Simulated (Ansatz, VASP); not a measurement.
One calculation of Hf, two programs

Contents of INCAR:

```
SYSTEM = Hf
ALGO = Normal ; EDIFF = 1E-6
ENCUT = 520 ; GGA = PE
ISIF = 2 ; ISMEAR = -1
LASPH = .TRUE. ; LCHARG = .FALSE.
LREAL = .FALSE. ; LWAVE = .FALSE.
NBANDS = 17 ; NELM = 80
PREC = Accurate ; SIGMA = 0.05
```

KPOINTS

```
k-points
0
G
  13 13 7
  0 0 0
```

POSCAR

```
Hf
1.0
    3.1966985242     -0.0479504779     -0.0479504779
   -1.6398755940      2.7923973691     -0.0175510930
   -0.0758670000     -0.0758670000      5.0578000000
Hf
2
Direct
    0.3333333333      0.6666666667      0.2500000000
    0.6666666667      0.3333333333      0.7500000000
```

Input for Ansatz:

```yaml
crystal:
  lattice:
    - [3.1966985242, -0.0479504779, -0.0479504779]
    - [-1.639875594, 2.7923973691, -0.017551093]
    - [-0.075867, -0.075867, 5.0578]
  atoms:
    - { symbol: Hf, position: [0.3333333333, 0.6666666667, 0.25] }
    - { symbol: Hf, position: [0.6666666667, 0.3333333333, 0.75] }
kpoints:
  mp_grid: { grid: [13, 13, 7] }
  band_path:
    path:
      - [0.0, 0.0, 0.0]
      - [0.0, 0.0, 0.5]
      - [-0.5, 0.5, 0.0]
      - [0.0, 0.0, 0.0]
      - [0.0, -0.5, 0.0]
      - [-0.5, 0.0, 0.5]
      - [0.0, 0.0, 0.0]
      - [-0.5, 0.0, 0.0]
      - [0.0, -0.5, 0.5]
    npoints: 5
scf:
  occupations: { method: fermi_dirac, width: 0.05 }
hamiltonian:
  xc: pbe
  pseudopotentials: { kind: all_electron, lapw: { basis_error: 0.0005 } }
output:
  forces: true
  stress: true
  eigenvalues: true
```

Change from the starting cell: equal xy, yz and zx shear strains of -3 %.

Alike in both runs: task single point; functional PBE; k mesh 13 × 13 × 7; occupations fermi-dirac, width 0.05 eV; no spin polarisation.

```csv
,VASP,Ansatz
version,VASP 6.6.1,Ansatz 0.2.0
potentials or method,"VASP PAW PBE potentials, release 64 (Hf_pv), cutoff 520 eV","all-electron LAPW, scalar-relativistic"
```

Ansatz gave:

```
pressure (GPa)                                                : 0.9
traceless stress, the component that is largest in VASP (GPa) : 2.16
rms of the force components (eV/Å)                            : 0.053
```

Task: What did VASP give for the same quantities?

Result: Pressure (GPa): 0.4; traceless stress, the component that is largest in VASP (GPa): 2.15; rms of the force components (eV/Å): 0.052.

Atom by atom the forces differ by 0.001 eV/Å (rms over components). Ansatz ran all-electron here, and VASP with PAW potentials.

Neither program's run includes spin-orbit coupling.
